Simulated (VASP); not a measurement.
A run of VASP 6.6.1:

INCAR

```
SYSTEM = Ta2N
ALGO = Normal
EDIFF = 1E-7
ENCUT = 520
GGA = CA
ISIF = 2
ISMEAR = 0
LASPH = .True.
LCHARG = .True.
LELF = .True.
LREAL = .False.
LVHAR = .True.
LWAVE = .False.
NBANDS = 20
NELM = 60
PREC = Accurate
SIGMA = 0.15
```

File KPOINTS:

```
k-points
0
Gamma
  18 18 10
  0 0 0
```

File POSCAR:

```
Ta2N
1.0
    3.0615062761      0.0000000000      0.0000000000
   -1.5307531381      2.6513422089      0.0000000000
    0.0000000000      0.0000000000      4.6605310040
Ta N
2 1
Direct
    0.6666666667      0.3333333333      0.7466885012
    0.3333333333      0.6666666667      0.2533114988
    0.0000000000      0.0000000000      0.0000000000
```

Potentials or basis: VASP PAW LDA potentials, release 64 (Ta_pv, N).

Launch:

```bash
$ cat potpaw_LDA.64/Ta_pv/POTCAR potpaw_LDA.64/N/POTCAR > POTCAR
$ mpirun -np 1 vasp_std > vasp.out
```

Hardware: 1 thread of Intel(R) Xeon(R) 6975P-C (Granite Rapids), on a shared host.

**Question.** Estimate the wall time of this run.

**Answer.** Wall time 77 s on 1 thread of Intel(R) Xeon(R) 6975P-C (Granite Rapids) (shared host), peak memory 0.32 GiB. Counts: scf iterations 15, k points 330.
